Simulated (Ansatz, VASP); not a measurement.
## BaHfO3 in VASP and in Ansatz

The input INCAR:

```
ALGO = Normal
EDIFF = 1E-6
ENCUT = 520
GGA = PE
ISIF = 2
ISMEAR = -1
LASPH = T
LCHARG = F
LREAL = F
LWAVE = F
NBANDS = 27
NELM = 80
PREC = Accurate
SIGMA = 0.001
```

File KPOINTS:

```
k-points
0
Gamma
  4 4 4
```

POSCAR

```
BaHfO3
1.0
    4.1770517754      0.0000000000      0.0000000000
    0.0000000000      4.1770517754      0.0000000000
    0.0000000000      0.0000000000      4.1770487585
Ba Hf O
1 1 3
Direct
    0.5000000000      0.5000000000      0.9979971537
    0.0000000000      0.0000000000      0.4979944541
    0.0000000000      0.5000000000      0.4980131360
    0.5000000000      0.0000000000      0.4980131360
    0.0000000000      0.0000000000      0.9980039101
```

Input for Ansatz:

```yaml
crystal:
  lattice:
    - [4.1770517754, 0.0, 0.0]
    - [0.0, 4.1770517754, 0.0]
    - [0.0, 0.0, 4.1770487585]
  atoms:
    - { symbol: Ba, position: [0.5, 0.5, 0.9979971537] }
    - { symbol: Hf, position: [0.0, 0.0, 0.4979944541] }
    - { symbol: O, position: [0.0, 0.5, 0.498013136] }
    - { symbol: O, position: [0.5, 0.0, 0.498013136] }
    - { symbol: O, position: [0.0, 0.0, 0.9980039101] }
kpoints:
  mp_grid: { grid: [4, 4, 4] }
hamiltonian:
  xc: pbe
scf:
  occupations: { method: fermi_dirac, width: 0.001 }
  n_extra_bands: 5
output:
  forces: true
  stress: true
  eigenvalues: true
```

Alike in both runs: task single point; functional PBE; k mesh 4 × 4 × 4; occupations fermi-dirac, width 0.001 eV; no spin polarisation.

```csv
,VASP,Ansatz
version,VASP 6.6.1,Ansatz 0.2.0
potentials or method,"VASP PAW PBE potentials, release 64 (Ba_sv, Hf_pv, O)",plane waves
plane-wave cutoff (eV),520,420
valence electrons in the cell,38,54
```

Ansatz gave:

* gap on the k mesh at the Fermi level (eV): 3.66
* pressure (GPa): 3.4

Estimate VASP's values.

gap on the k mesh at the Fermi level (eV): 3.57; pressure (GPa): 2.9.

VASP's potentials hold 38 valence electrons a cell and Ansatz's 54, so a difference there can come from the potentials and not from the codes. Ansatz's warnings: structure snapped to symmetry.

Spin-orbit coupling is off throughout.
